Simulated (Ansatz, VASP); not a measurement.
**Two plane-wave programs on Si3N4**

```
CELL_PARAMETERS angstrom
7.59500 0.00000 0.00000
-3.79750 6.57746 0.00000
0.00000 0.00000 2.90230
ATOMIC_POSITIONS crystal
Si 0.76870 0.17440 0.25000
Si 0.59430 0.76870 0.75000
Si 0.82560 0.59430 0.25000
Si 0.23130 0.82560 0.75000
Si 0.40570 0.23130 0.25000
Si 0.17440 0.40570 0.75000
N 0.02970 0.32950 0.26500
N 0.70020 0.02970 0.76500
N 0.67050 0.70020 0.26500
N 0.97030 0.67050 0.76500
N 0.29980 0.97030 0.26500
N 0.32950 0.29980 0.76500
N 0.33333 0.66667 0.23440
N 0.66667 0.33333 0.73440
```

Alike in both runs: task single point; functional PBE; dispersion D3(BJ); k mesh 6 × 6 × 8; occupations gaussian, width 0.02 eV; no spin polarisation.

```csv
,VASP,Ansatz
version,VASP 6.6.1,Ansatz 0.2.0
potentials or method,"VASP PAW PBE potentials, release 64 (Si, N), cutoff 520 eV","scalar-relativistic, plane waves, PAW"
valence electrons in the cell,64,64
```

|  | VASP | Ansatz | Ansatz less VASP |
| --- | --- | --- | --- |
| gap on the k mesh at the Fermi level (eV) | 1.40 | 1.42 | +0.019 |
| least direct gap on the mesh (eV) | 1.89 | 1.91 | +0.014 |
| pressure (GPa) | -6.5 | -6.4 | +0.15 |
| traceless stress, the component that is largest in VASP (GPa) | -27.44 | -27.42 | +0.024 |
| rms of the force components (eV/Å) | 1.319 | 1.325 | +0.0066 |

Atom by atom the forces differ by 0.013 eV/Å (rms over components).
